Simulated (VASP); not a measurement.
BN: single point with r2SCAN

BN:

```
B N
1.0
     2.31480    0.00000    0.00000
     0.00000    2.31480    0.00000
     0.00000    0.00000    2.31480
B N
1 1
Cartesian
  0.0000 0.0000 0.0000
  1.1574 1.1574 1.1574
```

```yaml
Program: VASP 6.6.1
Task: single point
Functional: r2SCAN
Potentials_or_basis: VASP PAW PBE potentials, release 64 (B, N)
Cutoff: 520 eV
k_mesh: 8 × 8 × 8
Occupations: fermi-dirac, width 0.05 eV
Spin: no spin polarisation
```

* Pressure: -0.9 GPa
* Band gap on the k mesh: zero (band 4 reaches 10.08 eV, above the bottom of band 5 at 7.17 eV)

Levels at points of the mesh, in eV from the Fermi level:
```tsv
k point	band 2	band 3	band 4	band 5	band 6	band 7
(0.00, 0.00, 0.00)	-2.32	-2.32	-2.32	1.53	12.05	12.05
(0.50, 0.00, 0.00)	-13.56	0.44	0.44	4.57	7.55	7.55
(0.50, 0.50, 0.00)	-10.04	-10.04	-3.91	1.60	9.20	9.20
(0.50, 0.50, 0.50)	-5.24	-5.24	-5.24	-1.46	-1.46	-1.46
```

It took 8.9 s on 1 thread of Intel(R) Xeon(R) 6975P-C (Granite Rapids) (shared host), peak memory 0.11 GiB.

Caveat: the PAW data sets were made with another functional, which shifts forces and pressure a little.
